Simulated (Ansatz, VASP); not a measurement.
## Two plane-wave programs on SnSe

File INCAR:

```
PREC = Accurate
ENCUT = 520
EDIFF = 1E-7
ISMEAR = 0
SIGMA = 0.05
LREAL = False
LASPH = True
NELM = 80
ALGO = Normal
ISIF = 2
LWAVE = False
LCHARG = True
GGA = PE
LELF = True
LVHAR = True
NBANDS = 50
```

File KPOINTS:

```
regular mesh
0
Gamma
  4 6 6
```

Contents of POSCAR:

```
SnSe
1.0
   11.0865154396      0.0000000000      0.0000000000
    0.0000000000      4.2070054080      0.0000000000
    0.0000000000      0.0000000000      4.5671013721
Sn Se
4 4
Direct
    0.1214769848      0.2500000000      0.1164645414
    0.8785230152      0.7500000000      0.8835354586
    0.3785230152      0.7500000000      0.6164645414
    0.6214769848      0.2500000000      0.3835354586
    0.8548816258      0.2500000000      0.4763342523
    0.1451183742      0.7500000000      0.5236657477
    0.6451183742      0.7500000000      0.9763342523
    0.3548816258      0.2500000000      0.0236657477
```

Input for Ansatz:

```yaml
crystal:
  lattice:
    - [11.0865154396, 0.0, 0.0]
    - [0.0, 4.207005408, 0.0]
    - [0.0, 0.0, 4.5671013721]
  atoms:
    - { symbol: Sn, position: [0.1214769848, 0.25, 0.1164645414] }
    - { symbol: Sn, position: [0.8785230152, 0.75, 0.8835354586] }
    - { symbol: Sn, position: [0.3785230152, 0.75, 0.6164645414] }
    - { symbol: Sn, position: [0.6214769848, 0.25, 0.3835354586] }
    - { symbol: Se, position: [0.8548816258, 0.25, 0.4763342523] }
    - { symbol: Se, position: [0.1451183742, 0.75, 0.5236657477] }
    - { symbol: Se, position: [0.6451183742, 0.75, 0.9763342523] }
    - { symbol: Se, position: [0.3548816258, 0.25, 0.0236657477] }
basis:
  ecutwfc: 420
kpoints:
  mp_grid: { grid: [4, 6, 6] }
hamiltonian:
  xc: pbe
scf:
  occupations: { method: gaussian, width: 0.05 }
output:
  forces: true
  stress: true
  eigenvalues: true
```

Change from the starting cell: strain -0.0600 x Voigt [1, 0, 0, 0, 0, 0], atoms carried along.

Alike in both runs: task single point; functional PBE; k mesh 4 × 6 × 6; occupations gaussian, width 0.05 eV; no spin polarisation.

|  | VASP | Ansatz |
| --- | --- | --- |
| version | VASP 6.6.1 | Ansatz 0.2.0 |
| potentials or method | VASP PAW PBE potentials, release 64 (Sn_d, Se), cutoff 520 eV | scalar-relativistic, plane waves, PAW |
| valence electrons in the cell | 80 | 120 |

Ansatz gave:

```
gap on the k mesh at the Fermi level (eV)                     : 0.73
least direct gap on the mesh (eV)                             : 0.96
pressure (GPa)                                                : 3.7
traceless stress, the component that is largest in VASP (GPa) : 4.88
rms of the force components (eV/Å)                            : 0.416
```

Q: What did VASP give for the same quantities?

A: gap on the k mesh at the Fermi level (eV): 0.72; least direct gap on the mesh (eV): 0.95; pressure (GPa): 3.8; traceless stress, the component that is largest in VASP (GPa): 4.91; rms of the force components (eV/Å): 0.425.

Atom by atom the forces differ by 0.011 eV/Å (rms over components). VASP's potentials hold 80 valence electrons a cell and Ansatz's 120, so a difference there can come from the potentials and not from the codes.
